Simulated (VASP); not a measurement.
# GaAs (Fm-3m) in VASP: a series of runs, part 2 of 2

VASP 6.6.1. Earlier steps stand in the parts before.

**3. Relaxation of cell and atoms, PBE0**

This run uses another cell than the first one, of 19.59 Å³/atom.

POSCAR reads:

```
GaAs
1.0
    0.0000000000      2.6958900000      2.6958900000
    2.6958900000      0.0000000000      2.6958900000
    2.6958900000      2.6958900000      0.0000000000
Ga As
1 1
Direct
    0.0000000000      0.0000000000      0.0000000000
    0.5000000000      0.5000000000      0.5000000000
```

INCAR.step1 reads:

```
SYSTEM = GaAs
PREC = Accurate
ENCUT = 600
EDIFF = 1E-5
ISMEAR = -1
SIGMA = 0.05
LREAL = .False.
LASPH = .True.
NELM = 60
ALGO = Normal
LWAVE = .True.
LCHARG = .False.
GGA = PE
NBANDS = 16
```

INCAR.step2 reads:

```
SYSTEM = GaAs
PREC = Accurate
ENCUT = 600
EDIFF = 1E-6
ISMEAR = -1
SIGMA = 0.05
LREAL = .False.
LASPH = .True.
NELM = 60
ALGO = Normal
ISIF = 3
LWAVE = .False.
LCHARG = .False.
GGA = PE
LHFCALC = .True.
AEXX = 0.25
PRECFOCK = Normal
IBRION = 2
NSW = 60
EDIFFG = -0.01
ISTART = 1
```

KPOINTS reads:

```
regular mesh
0
Gamma
  5 5 5
  0 0 0
```

Potentials or basis: VASP PAW PBE potentials, release 64 (Ga_d, As).

Command:

```sh
$ cat potpaw_PBE.64/Ga_d/POTCAR potpaw_PBE.64/As/POTCAR > POTCAR
$ cp INCAR.step1 INCAR
$ mpirun -np 1 vasp_std > vasp.out
$ cp INCAR.step2 INCAR
$ mpirun -np 1 vasp_std > vasp.out
```

OUTCAR:

```text
SYSTEM = GaAs
   PREC = Accurate
   ENCUT = 600
   EDIFF = 1E-6
   ISMEAR = -1
   LREAL = .False.
   LASPH = .True.
   NELM = 60
   ISIF = 3
   GGA = PE
   LHFCALC = .True.
   AEXX = 0.25
   PRECFOCK = Normal
   IBRION = 2
   NSW = 60
   EDIFFG = -0.01
   ISTART = 1

 ion  position               nearest neighbor table
   1  0.000  0.000  0.000-   2 2.70   2 2.70   2 2.70   2 2.70   2 2.70   2 2.70
   2  0.500  0.500  0.500-   1 2.70   1 2.70   1 2.70   1 2.70   1 2.70   1 2.70

  LATTYP: Found a face centered cubic cell.
 ALAT       =     5.3917800000

  Lattice vectors:

 A1 = (   0.0000000000,   2.6958900000,   2.6958900000)
 A2 = (   2.6958900000,   0.0000000000,   2.6958900000)
 A3 = (   2.6958900000,   2.6958900000,   0.0000000000)

Analysis of symmetry for initial positions (statically):
=====================================================================
 Subroutine PRICEL returns:
 Original cell was already a primitive cell.

 Routine SETGRP: Setting up the symmetry group for a
 face centered cubic supercell.

[... 150 lines left out ...]

 number of electron      17.9999994 magnetization

 Free energy of the ion-electron system (eV)
  ---------------------------------------------------
  ext. energy  EPLUGINS =         0.00000000
  ---------------------------------------------------
  free energy    TOTEN  =        -9.76402706 eV

  energy without entropy =       -9.76040507  energy(sigma->0) =       -9.76221607

------------------------ aborting loop because EDIFF is reached ----------------------------------------

  FORCE on cell =-STRESS in cart. coord.  units (eV):
  Direction    XX          YY          ZZ          XY          YZ          ZX
  --------------------------------------------------------------------------------------
  -------------------------------------------------------------------------------------
  Total       -0.8007824     -0.8007824     -0.8007824      0.0000000      0.0000000     -0.0000000
  in kB      -32.7407489    -32.7407489    -32.7407489      0.0000000      0.0000000     -0.0000000
  external PRESSURE =     -32.7407489 kB  Pullay stress =       0.0000000 kB
[... 59 lines left out ...]
--------------------------------------- Ionic step        3  -------------------------------------------

 number of electron      18.0000010 magnetization

 Free energy of the ion-electron system (eV)
  ---------------------------------------------------
  ext. energy  EPLUGINS =         0.00000000
  ---------------------------------------------------
  free energy    TOTEN  =        -9.78096291 eV

  energy without entropy =       -9.77734557  energy(sigma->0) =       -9.77915424

 E-fermi :   5.6993     XC(G=0):  -8.5116

 val. band max:        5.2733490908   @ k =   0.4000   0.0000   0.0000
 cond. band min:       5.7541382478   @ k =   0.4000   0.0000   0.0000
 fundamental gap:      0.4807891570
 Fermi energy:         5.6992537178

 k-point     1 :       0.0000    0.0000    0.0000
  band No.  band energies     occupation
      1     -12.7261      2.00000
      2     -12.7245      2.00000
      3     -12.6980      2.00000
      4     -12.6958      2.00000
      5     -12.6941      2.00000
      6      -9.8920      2.00000
      7       5.0617      1.99999
      8       5.0755      1.99999
      9       5.0814      1.99999
     10       6.6102      0.00000
     11      13.7571      0.00000
     12      13.7642      0.00000
     13      13.7661      0.00000
[... 171 lines left out ...]
  FREE ENERGIE OF THE ION-ELECTRON SYSTEM (eV)
  ---------------------------------------------------
  free  energy   TOTEN  =        -9.7809629118 eV

  energy  without entropy=       -9.7773455671  energy(sigma->0) =       -9.77915424

 reached required accuracy - stopping structural energy minimisation
```

Wall time 54 min (1 thread of Intel Xeon Platinum 8488C (Sapphire Rapids), shared host); peak memory 0.19 GiB.

What came out:

| Item | Value |
| --- | --- |
| Free energy | -9.7810 eV |
| Relaxed volume | 18.80 Å³/atom |
| Relaxed cell | a = 3.760 Å, b = 3.760 Å, c = 3.760 Å, α = 60.00°, β = 60.00°, γ = 60.00° |
| Space group after relaxing (to 0.1 Å) | Fm-3m (No. 225) |
| Energy gained by relaxing | 8.5 meV/atom |
| Ionic steps | 3 |
| Pressure after relaxing | -0.1 GPa |
| Band gap on the k mesh | zero (bands 9 and 10 overlap by 3.97 eV) |

Step by step:
| step | energy change (eV) | largest force (eV/Å) | pressure (GPa) | volume (Å³) |
| --- | --- | --- | --- | --- |
| 1 | 0.0000 | 0.0000 | -3.27 | 39.19 |
| 2 | -0.0138 | 0.0000 | 1.67 | 36.96 |
| 3 | -0.0169 | 0.0000 | -0.07 | 37.60 |

Final structure:
```xyz
2
Lattice="0.0000 2.6590 2.6590 2.6590 0.0000 2.6590 2.6590 2.6590 0.0000" Properties=species:S:1:pos:R:3 pbc="T T T"
Ga    0.0000    0.0000    0.0000
As    2.6590    2.6590    2.6590
```

Levels at points of the mesh, in eV from the Fermi level:
| k point | band 5 | band 6 | band 7 | band 8 | band 9 | band 10 | band 11 | band 12 | band 13 |
| --- | --- | --- | --- | --- | --- | --- | --- | --- | --- |
| (0.00, 0.00, 0.00) | -18.39 | -15.59 | -0.64 | -0.62 | -0.62 | 0.91 | 8.06 | 8.06 | 8.07 |

Caveat: the k points lie up to 0.41 Å⁻¹ apart in the final cell, too coarse for converged energies and pressures of a metal; the PAW data sets were made with another functional, which shifts forces and pressure a little.

The gap in the log of VASP goes by the Fermi energy; the results here count the filled bands.